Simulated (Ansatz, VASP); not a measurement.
**One calculation of Ru, two programs**

File INCAR:

```
SYSTEM = Ru
PREC = Accurate ; ENCUT = 520
EDIFF = 1E-6 ; ISMEAR = -1
SIGMA = 0.05 ; LREAL = .FALSE.
LASPH = .TRUE. ; NELM = 80
ALGO = Normal ; ISIF = 2
LWAVE = .FALSE. ; LCHARG = .FALSE.
GGA = CA ; NBANDS = 21
```

Contents of KPOINTS:

```
regular mesh
0
G
  18 18 10
  0 0 0
```

Contents of POSCAR:

```
Ru
1.0
    2.4758442223      0.0000000000      0.0000000000
   -1.2379221112      2.1441439923      0.0000000000
    0.0000000000      0.0000000000      3.9439450912
Ru
2
Direct
    0.3333333333      0.6666666667      0.2500000000
    0.6666666667      0.3333333333      0.7500000000
```

Input for Ansatz:

```yaml
crystal:
  lattice:
    - [2.4758442223, 0.0, 0.0]
    - [-1.2379221112, 2.1441439923, 0.0]
    - [0.0, 0.0, 3.9439450912]
  atoms:
    - { symbol: Ru, position: [0.3333333333, 0.6666666667, 0.25] }
    - { symbol: Ru, position: [0.6666666667, 0.3333333333, 0.75] }
kpoints:
  mp_grid: { grid: [18, 18, 10] }
scf:
  occupations: { method: fermi_dirac, width: 0.05 }
hamiltonian:
  xc: lda
  pseudopotentials: { kind: paw }
output:
  forces: true
  stress: true
  eigenvalues: true
  populations: true
  write_density: true
  write_potential: true
  elf: true
  volumetric_format: npy
```

Change from the starting cell: volume scaled by 0.8, PAW files.

Alike in both runs: task single point; functional LDA; k mesh 18 × 18 × 10; occupations fermi-dirac, width 0.05 eV; no spin polarisation.

|  | VASP | Ansatz |
| --- | --- | --- |
| version | VASP 6.6.1 | Ansatz 0.2.0 |
| potentials or method | VASP PAW LDA potentials, release 64 (Ru_pv) | PAW with Ansatz's default frozen-core files, scalar-relativistic |
| plane-wave cutoff (eV) | 520 | 420 |
| valence electrons in the cell | 28 | 32 |

Ansatz gave:

| Quantity | Value |
| --- | --- |
| pressure (GPa) | 137.5 |
| traceless stress, the component that is largest in VASP (GPa) | -0.01 |

Problem. Which values does VASP return?

Solution. Pressure (GPa): 141.0; traceless stress, the component that is largest in VASP (GPa): 0.18.

LDA's correlation is that of Perdew and Zunger in VASP and of Perdew and Wang (1992) in Ansatz. Both programs put the cell under a high pressure, so it lies far from rest at this level. VASP's potentials hold 28 valence electrons a cell and Ansatz's 32, so a difference there can come from the potentials and not from the codes.

Noted on VASP's run: the cell as given lies far from equilibrium.
